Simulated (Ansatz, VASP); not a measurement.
## Two plane-wave programs on Ge

POSCAR

```
Ge
1.0
    0.0000000000      2.8360149687      2.8360149687
    2.8360149687      0.0000000000      2.8360149687
    2.8360149687      2.8360149687      0.0000000000
Ge
2
Direct
    0.5000000000      0.5000000000      0.5000000000
    0.7500000000      0.7500000000      0.7500000000
```

Contents of INCAR.step1:

```
PREC = Accurate
ENCUT = 520
ISMEAR = 1
SIGMA = 1.0
LREAL = False
LASPH = True
NELM = 80
NBANDS = 21
GGA = PE
ALGO = Normal
EDIFF = 1E-4
LWAVE = True
LCHARG = False
```

INCAR.step2

```
PREC = Accurate
ENCUT = 520
EDIFF = 1E-6
ISMEAR = 1
SIGMA = 1.0
LREAL = False
LASPH = True
NELM = 80
ALGO = Normal
ISIF = 2
LWAVE = False
LCHARG = False
METAGGA = R2SCAN
LMIXTAU = True
NBANDS = 21
ISTART = 1
```

The input KPOINTS:

```
Automatic mesh
0
Gamma
  10 10 10
```

Input for Ansatz:

```yaml
crystal:
  lattice:
    - [0.0, 2.8360149687, 2.8360149687]
    - [2.8360149687, 0.0, 2.8360149687]
    - [2.8360149687, 2.8360149687, 0.0]
  atoms:
    - { symbol: Ge, position: [0.5, 0.5, 0.5] }
    - { symbol: Ge, position: [0.75, 0.75, 0.75] }
hamiltonian:
  xc: r2scan
  pseudopotentials:
    kind: paw
    azcp:
      Ge: "pseudopotentials/Ge.paw.azcp"
basis:
  ecutwfc: 500
  fft_grid_basis: typed
kpoints:
  mp_grid: { grid: [10, 10, 10], shift: [0, 0, 0] }
magnetization:
  spin_polarized: false
scf:
  occupations: { method: methfessel_paxton, width: 1.0 }
  lower_state_search: "off"
output:
  stress: true
```

Alike in both runs: task single point; functional r2SCAN; k mesh 10 × 10 × 10; occupations methfessel-paxton of order 1, width 1 eV; no spin polarisation.

|  | VASP | Ansatz |
| --- | --- | --- |
| version | VASP 6.6.1 | Ansatz 0.2.0 |
| potentials or method | VASP PAW PBE potentials, release 64 (Ge_d), cutoff 520 eV | plane waves (500 eV) with PAW, scalar-relativistic |
| valence electrons in the cell | 28 | 28 |

Ansatz gave:

* pressure (GPa): 0.0

Question: Estimate VASP's values.

Answer: Pressure (GPa): 0.1.

VASP's potentials were made for PBE, not for r2SCAN. The functional is the same, so the differences come from potentials, cutoffs and numerics.
